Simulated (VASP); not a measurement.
Hf, 1 atom in the cell. Symmetry: Fm-3m, No. 225, cubic system. Conventional cell: a = 4.795 Å, b = 4.795 Å, c = 4.795 Å, α = 90.00°, β = 90.00°, γ = 90.00°. Within 4.5 Å of Hf (site symmetry m-3m) lie 12 Hf at 3.39 Å.  This cell differs from its parent crystal: strain +0.080 along x and y, +0.080 along z.

* Program: VASP 6.6.1
* Task: single point
* Functional: PBE
* Potentials or basis: VASP PAW PBE potentials, release 64 (Hf_pv)
* Cutoff: 520 eV
* k mesh: 18 × 18 × 18
* Occupations: gaussian, width 0.15 eV
* Spin: no spin polarisation
* Dipole correction: no
* Further INCAR settings: ALGO = Normal; EDIFF = 1e-07; NBANDS = 11

Potentials or basis: VASP PAW PBE potentials, release 64 (Hf_pv).

Run with:

```bash
$ cat potpaw_PBE.64/Hf_pv/POTCAR > POTCAR
$ mpirun -np 1 vasp_std > vasp.out
```

Hardware: 1 thread of Intel(R) Xeon(R) Platinum 8559C (Emerald Rapids) (shared host).

**Question.** Estimate the wall time of this run.

**Answer.** Wall time 33 s on 1 thread of Intel(R) Xeon(R) Platinum 8559C (Emerald Rapids), on a shared host, peak memory 0.2 GiB. Counts: scf iterations 12, k points 195.
